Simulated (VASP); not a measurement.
# Au in VASP: single point with LDA

Aim: the single point of Au with LDA.

Everything below comes from runs of VASP 6.6.1. Logs are shortened: lines on timing, memory, paths and dates and some standing lists are left out, and cuts for length are marked.

### Step 1. The cell of the first run

The cell holds a slab with vacuum, 16 atoms: a = 8.160 Å, b = 5.770 Å, c = 15.327 Å, α = 90.00°, β = 90.00°, γ = 90.00°.

### Step 2. Single point, LDA

INCAR

```
ALGO = Normal ; EDIFF = 1E-7
ENCUT = 520 ; ISIF = 2
ISMEAR = -1 ; LASPH = True
LCHARG = False ; LREAL = Auto
LWAVE = False ; NBANDS = 102
NELM = 80 ; PREC = Accurate
SIGMA = 0.1
```

KPOINTS

```
k-points
0
Gamma
  2 3 1
```

POSCAR

```
Au
1.0
    8.1600000000      0.0000000000      0.0000000000
    0.0000000000      5.7699910000      0.0000000000
    0.0000000000      0.0000000000     15.3274940000
Au
16
Direct
    0.2500000000      0.2500000000      0.0652422000
    0.7500000000      0.2500000000      0.0652422000
    0.2500000000      0.7500000000      0.0652422000
    0.7500000000      0.7500000000      0.0652422000
    0.0000000000      0.0000000000      0.1365409348
    0.5000000000      0.0000000000      0.1365409348
    0.0000000000      0.5000000000      0.1365409348
    0.5000000000      0.5000000000      0.1365409348
    0.2500000000      0.2500000000      0.2506565112
    0.7500000000      0.2500000000      0.2506565112
    0.2500000000      0.7500000000      0.2506565112
    0.7500000000      0.7500000000      0.2506565112
    0.0000000000      0.0000000000      0.3222918006
    0.5000000000      0.0000000000      0.3222918006
    0.0000000000      0.5000000000      0.3222918006
    0.5000000000      0.5000000000      0.3222918006
```

Potentials or basis: VASP PAW LDA potentials, release 64 (Au).

Run with:

```sh
$ cat potpaw_LDA.64/Au/POTCAR > POTCAR
$ mpirun -np 1 vasp_std > vasp.out
```

OUTCAR:

```text
EDIFF = 1E-7
   ENCUT = 520
   ISIF = 2
   ISMEAR = -1
   LASPH = True
   LREAL = Auto
   NELM = 80
   PREC = Accurate

 ion  position               nearest neighbor table
   1  0.250  0.250  0.065-   5 2.73   6 2.73   7 2.73   8 2.73   9 2.84   3 2.88   3 2.88
   2  0.750  0.250  0.065-   5 2.73   6 2.73   7 2.73   8 2.73  10 2.84   4 2.88   4 2.88
   3  0.250  0.750  0.065-   5 2.73   6 2.73   7 2.73   8 2.73  11 2.84   1 2.88   1 2.88
   4  0.750  0.750  0.065-   5 2.73   6 2.73   7 2.73   8 2.73  12 2.84   2 2.88   2 2.88
   5  0.000  0.000  0.137-   1 2.73   2 2.73   3 2.73   4 2.73  13 2.85   7 2.88   7 2.88  11 3.05
                            12 3.05   9 3.05  10 3.05
   6  0.500  0.000  0.137-   1 2.73   2 2.73   3 2.73   4 2.73  14 2.85   8 2.88   8 2.88  11 3.05
                            12 3.05   9 3.05  10 3.05
   7  0.000  0.500  0.137-   1 2.73   2 2.73   3 2.73   4 2.73  15 2.85   5 2.88   5 2.88  11 3.05
                            12 3.05   9 3.05  10 3.05
   8  0.500  0.500  0.137-   1 2.73   2 2.73   3 2.73   4 2.73  16 2.85   6 2.88   6 2.88  11 3.05
                            12 3.05   9 3.05  10 3.05
   9  0.250  0.250  0.251-  13 2.73  14 2.73  15 2.73  16 2.73   1 2.84  11 2.88  11 2.88   7 3.05
                             8 3.05   5 3.05   6 3.05
  10  0.750  0.250  0.251-  13 2.73  14 2.73  15 2.73  16 2.73   2 2.84  12 2.88  12 2.88   7 3.05
                             8 3.05   5 3.05   6 3.05
  11  0.250  0.750  0.251-  13 2.73  14 2.73  15 2.73  16 2.73   3 2.84   9 2.88   9 2.88   7 3.05
                             8 3.05   5 3.05   6 3.05
  12  0.750  0.750  0.251-  13 2.73  14 2.73  15 2.73  16 2.73   4 2.84  10 2.88  10 2.88   7 3.05
                             8 3.05   5 3.05   6 3.05
  13  0.000  0.000  0.322-   9 2.73  10 2.73  11 2.73  12 2.73   5 2.85  15 2.88  15 2.88
  14  0.500  0.000  0.322-   9 2.73  10 2.73  11 2.73  12 2.73   6 2.85  16 2.88  16 2.88
[... 8 lines left out ...]
  Lattice vectors:

 A1 = (   0.0000000000,  -5.7699910000,   0.0000000000)
 A2 = (   8.1600000000,   0.0000000000,   0.0000000000)
 A3 = (   0.0000000000,   0.0000000000,  15.3274940000)

Analysis of symmetry for initial positions (statically):
=====================================================================
 Subroutine PRICEL returns following result:

  LATTYP: Found a simple orthorhombic cell.
 ALAT       =     2.8849955000
 B/A-ratio  =     1.4142136444
 C/A-ratio  =     5.3128311639

  Lattice vectors:

 A1 = (   0.0000000000,  -2.8849955000,   0.0000000000)
 A2 = (   4.0800000000,   0.0000000000,   0.0000000000)
 A3 = (   0.0000000000,   0.0000000000,  15.3274940000)

   4 primitive cells build up your supercell.

 Routine SETGRP: Setting up the symmetry group for a
 simple orthorhombic supercell.

 Subroutine GETGRP returns: Found  4 space group operations
 (whereof  4 operations were pure point group operations)
 out of a pool of  8 trial point group operations.

The static configuration has the point symmetry C_2v.

Analysis of symmetry for dynamics (positions and initial velocities):
=====================================================================
 Subroutine PRICEL returns following result:

  LATTYP: Found a simple orthorhombic cell.
 ALAT       =     2.8849955000
 B/A-ratio  =     1.4142136444
 C/A-ratio  =     5.3128311639

  Lattice vectors:

 A1 = (   0.0000000000,  -2.8849955000,   0.0000000000)
 A2 = (   4.0800000000,   0.0000000000,   0.0000000000)
 A3 = (   0.0000000000,   0.0000000000,  15.3274940000)

   4 primitive cells build up your supercell.

 Routine SETGRP: Setting up the symmetry group for a
 simple orthorhombic supercell.

 Subroutine GETGRP returns: Found  4 space group operations
 (whereof  4 operations were pure point group operations)
 out of a pool of  8 trial point group operations.

The dynamic configuration has the point symmetry C_2v.

 Subroutine INISYM returns: Found  4 space group operations
 (whereof  4 operations are pure point group operations),
 and found     4 'primitive' translations

----------------------------------------------------------------------------------------

                                     Primitive cell

  volume of cell :     180.4166

  direct lattice vectors                    reciprocal lattice vectors
     0.000000000 -2.884995500  0.000000000     0.000000000 -0.346620991  0.000000000
     4.080000000  0.000000000  0.000000000     0.245098039  0.000000000  0.000000000
     0.000000000  0.000000000 15.327494000     0.000000000  0.000000000  0.065242237

  length of vectors
     2.884995500  4.080000000 15.327494000     0.346620991  0.245098039  0.065242237

  position of ions in fractional coordinates (direct lattice)
     0.500000000  0.500000000  0.065242200
     0.000000000  0.000000000  0.136540935
     0.500000000  0.500000000  0.250656511
     0.000000000  0.000000000  0.322291801

  ion indices of the primitive-cell ions
   primitive index   ion index
                 1           1
                 2           5
                 3           9
                 4          13

----------------------------------------------------------------------------------------

 KPOINTS: k-points

Automatic generation of k-mesh.
 Grid dimensions read from file:
 generate k-points for:    2    3    1

 Generating k-lattice:

  Cartesian coordinates                     Fractional coordinates (reciprocal lattice)
     0.061274510  0.000000000  0.000000000     0.500000000  0.000000000  0.000000000
     0.000000000  0.057770165  0.000000000     0.000000000  0.333333333  0.000000000
     0.000000000  0.000000000  0.065242237     0.000000000  0.000000000  1.000000000

  Length of vectors
     0.061274510  0.057770165  0.065242237

  Shift w.r.t. Gamma in fractional coordinates (k-lattice)
     0.000000000  0.000000000  0.000000000

 Subroutine IBZKPT returns following result:
 ===========================================

 Found      4 irreducible k-points:

 Following reciprocal coordinates:
            Coordinates               Weight
  0.000000  0.000000  0.000000      1.000000
  0.500000  0.000000  0.000000      1.000000
  0.000000  0.333333  0.000000      2.000000
  0.500000  0.333333  0.000000      2.000000
   k-points           NKPTS =      4   k-points in BZ     NKDIM =      4   number of bands    NBANDS=    102
   number of dos      NEDOS =    301   number of ions     NIONS =     16
   total plane-waves  NPLWV = 368640
   dimension x,y,z NGX =    64 NGY =   48 NGZ =  120
   dimension x,y,z NGXF=   128 NGYF=   96 NGZF=  240
   ions per type =              16
   NGX,Y,Z   is equivalent  to a cutoff of  13.04, 13.83, 13.02 a.u.
   NGXF,Y,Z  is equivalent  to a cutoff of  26.08, 27.66, 26.03 a.u.
 SYSTEM =  unknown system
   PREC   = accura    normal or accurate (medium, high low for compatibility)
   ISTART =      0    job   : 0-new  1-cont  2-samecut
   ICHARG =      2    charge: 1-file 2-atom 10-const
   ISPIN  =      1    spin polarized calculation?
   LNONCOLLINEAR =      F non collinear calculations
   LSORBIT =      F    spin-orbit coupling
   LASPH  =      T    aspherical Exc in radial PAW
   ENCUT  =  520.0 eV  38.22 Ry    6.18 a.u.  15.17 10.73 28.50*2*pi/ulx,y,z
   NELM   =     80;   NELMIN=  2; NELMDL= -5     # of ELM steps
   EDIFF  = 0.1E-06   stopping-criterion for ELM
   LREAL  =      T    real-space projection
   EDIFFG = 0.1E-05   stopping-criterion for IOM
   NSW    =      0    number of steps for IOM
   IBRION =     -1    ionic relax: 0-MD 1-quasi-New 2-CG
   NFREE  =      0    steps in history (QN), initial steepest desc. (CG)
   ISIF   =      2    stress and relaxation
   ISYM   =      2    0-nonsym 1-usesym 2-fastsym
   POTIM  = 0.5000    time-step for ionic-motion
   TEBEG  =    0.0;   TEEND  =   0.0 temperature during run
   PSTRESS=    0.0 pullay stress
   NELECT =     176.0000    total number of electrons
   NUPDOWN=      -1.0000    fix difference up-down
   EMIN   =  10.00;   EMAX   =-10.00  energy-range for DOS
   EFERMI =   0.00;   METHOD = LEGACY
   ISMEAR =    -1;   SIGMA  =   0.10  broadening in eV -4-tet -1-fermi 0-gaus
   EFERMI_NEDOS =   21; number of points for ismear=-14 and -15
   IALGO  =     38    algorithm
   IMIX   =      4    mixing-type and parameters
     AMIX     =   0.40;   BMIX     =  1.00
     AMIX_MAG =   1.60;   BMIX_MAG =  1.00
  volume/ion in A,a.u.               =      45.10       304.38
  Fermi-wavevector in a.u.,A,eV,Ry     =   1.022822  1.932854 14.233948  1.046166
  Thomas-Fermi vector in A             =   2.156523
   LORBIT       =      0    0 simple, 1 ext, 2 COOP (PROOUT), +10 PAW based schemes
   GGA     = CA    functional components
   LHFCALC =     F    Hartree Fock is set to
   AEXX    =    0.0000 exact exchange contribution
   IVDW    =     0    specifies the selected vdW correction
   LEPSILON=     F    determine dielectric tensor
   LRPA    =     F    only Hartree local field effects (RPA)
 non-spin polarized calculation
  energy-cutoff  :      520.00
  volume of cell :      721.67
 maximum number of plane-waves:     19462
 NGX is ok and might be reduce to    64
   NGX = 31   NGY = 21   NGZ = 57

 number of electron     176.0000008 magnetization

 Free energy of the ion-electron system (eV)
  ---------------------------------------------------
  ext. energy  EPLUGINS =         0.00000000
  ---------------------------------------------------
  free energy    TOTEN  =       -62.84434626 eV

  energy without entropy =      -62.62258601  energy(sigma->0) =      -62.73346614

 E-fermi :   0.1572     XC(G=0):  -6.0146

 val. band max:        0.1560988540   @ k =   0.0000   0.3333   0.0000
 cond. band min:       0.2945283431   @ k =   0.5000   0.0000   0.0000
 fundamental gap:      0.1384294891
 Fermi energy:         0.1572238600

 k-point     1 :       0.0000    0.0000    0.0000
  band No.  band energies     occupation
      1      -8.7280      2.00000
      2      -6.9279      2.00000
      3      -6.9233      2.00000
      4      -6.9018      2.00000
      5      -6.5455      2.00000
      6      -6.3884      2.00000
[... 401 lines left out ...]
     99       4.3048      0.00000
    100       4.3048      0.00000
 [bands above 100 left out]

------------------------ aborting loop because EDIFF is reached ----------------------------------------

  FORCE on cell =-STRESS in cart. coord.  units (eV):
  Direction    XX          YY          ZZ          XY          YZ          ZX
  --------------------------------------------------------------------------------------
  -------------------------------------------------------------------------------------
  Total        4.0919198    -21.2194956     -0.0015401      0.0000000      0.0000000      0.0000000
  in kB        9.0845046    -47.1095753     -0.0034192      0.0000000      0.0000000      0.0000000
  external PRESSURE =     -12.6761633 kB  Pullay stress =       0.0000000 kB

 VOLUME and BASIS-vectors are now :
 -----------------------------------------------------------------------------
  energy-cutoff  :      520.00
  volume of cell :      721.67
      direct lattice vectors                 reciprocal lattice vectors
     8.160000000  0.000000000  0.000000000     0.122549020  0.000000000  0.000000000
     0.000000000  5.769991000  0.000000000     0.000000000  0.173310496  0.000000000
     0.000000000  0.000000000 15.327494000     0.000000000  0.000000000  0.065242237

 POSITION                                       TOTAL-FORCE (eV/Angst)
 -----------------------------------------------------------------------------------
      2.04000      1.44250      1.00000         0.000000     -0.000000     -0.037592
      6.12000      1.44250      1.00000        -0.000000     -0.000000     -0.037592
      2.04000      4.32749      1.00000         0.000000     -0.000000     -0.037592
      6.12000      4.32749      1.00000        -0.000000     -0.000000     -0.037592
      0.00000      0.00000      2.09283         0.000000      0.000000      0.039814
      4.08000      0.00000      2.09283        -0.000000     -0.000000      0.039814
[... 8 lines left out ...]
      0.00000      2.88500      4.93993        -0.000000      0.000000      0.015155
      4.08000      2.88500      4.93993        -0.000000     -0.000000      0.015155
 -----------------------------------------------------------------------------------
    total drift:                                0.000000      0.000000      0.001319

  FREE ENERGIE OF THE ION-ELECTRON SYSTEM (eV)
  ---------------------------------------------------
  free  energy   TOTEN  =       -62.8443462629 eV

  energy  without entropy=      -62.6225860080  energy(sigma->0) =      -62.73346614
```

Wall time 4.5 min (1 thread of Intel Xeon 6975P-C (Granite Rapids), shared host); peak memory 0.62 GiB.

Results:

```yaml
Free_energy: -62.8443 eV
Largest_force: 0.040 eV/Å
Band_gap_on_the_k_mesh: zero (bands 88 and 89 overlap by 0.15 eV)
```

Forces on the atoms (eV/Å):
```
Au   0.000  0.000 -0.038
Au   0.000  0.000 -0.038
Au   0.000  0.000 -0.038
Au   0.000  0.000 -0.038
Au   0.000  0.000  0.040
Au   0.000  0.000  0.040
Au   0.000  0.000  0.040
Au   0.000  0.000  0.040
Au   0.000  0.000 -0.017
Au   0.000  0.000 -0.017
Au   0.000  0.000 -0.017
Au   0.000  0.000 -0.017
Au   0.000  0.000  0.015
Au   0.000  0.000  0.015
Au   0.000  0.000  0.015
Au   0.000  0.000  0.015
```

Levels at points of the mesh, in eV from the Fermi level:
| k point | band 85 | band 86 | band 87 | band 88 | band 89 | band 90 |
| --- | --- | --- | --- | --- | --- | --- |
| (0.00, 0.00, 0.00) | -1.30 | -1.30 | -0.49 | 0.15 | 0.15 | 0.72 |
| (0.50, 0.00, 0.00) | -0.27 | -0.27 | 0.14 | 0.14 | 0.36 | 0.36 |

Caveat: the k points lie up to 0.38 Å⁻¹ apart; there is no dipole correction, which matters where the two faces differ; spin-orbit coupling is left out, which moves the levels of the heavy elements.

The gap in the log of VASP goes by the Fermi energy; the results here count the filled bands.